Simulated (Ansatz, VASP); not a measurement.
**One calculation of Y3Si2F, two programs**

```
CELL_PARAMETERS angstrom
7.44429 0.00000 0.00000
-3.72214 6.44694 0.00000
0.00000 0.00000 3.76254
ATOMIC_POSITIONS crystal
Y 0.50000 0.00000 0.50000
Y 0.50000 0.50000 0.50000
Y 0.00000 0.50000 0.50000
Si 0.33333 0.66667 0.00000
Si 0.66667 0.33333 0.00000
F 0.00000 0.00000 0.00000
```

Change from the starting cell: species swapped into the SmB2Ru3 type (P6/mmm, No. 191).

Alike in both runs: functional PBE; k mesh 6 × 6 × 10; occupations gaussian, width 0.01 eV; no spin polarisation.

Ansatz relaxed the structure, and its values are those at the end. VASP's run is a single point on that final structure, the one shown.

|  | VASP | Ansatz |
| --- | --- | --- |
| version | VASP 6.6.1 | Ansatz 0.2.0 |
| potentials or method | VASP PAW PBE potentials, release 64 (Y_sv, Si, F), cutoff 520 eV | scalar-relativistic, plane waves, PAW |
| valence electrons in the cell | 48 | 48 |

```tsv
	VASP	Ansatz	Ansatz less VASP
gap on the k mesh at the Fermi level (eV)	0.19	0.20	+0.004
least direct gap on the mesh (eV)	0.22	0.22	-0.001
pressure (GPa)	-0.1	0.0	+0.07
```
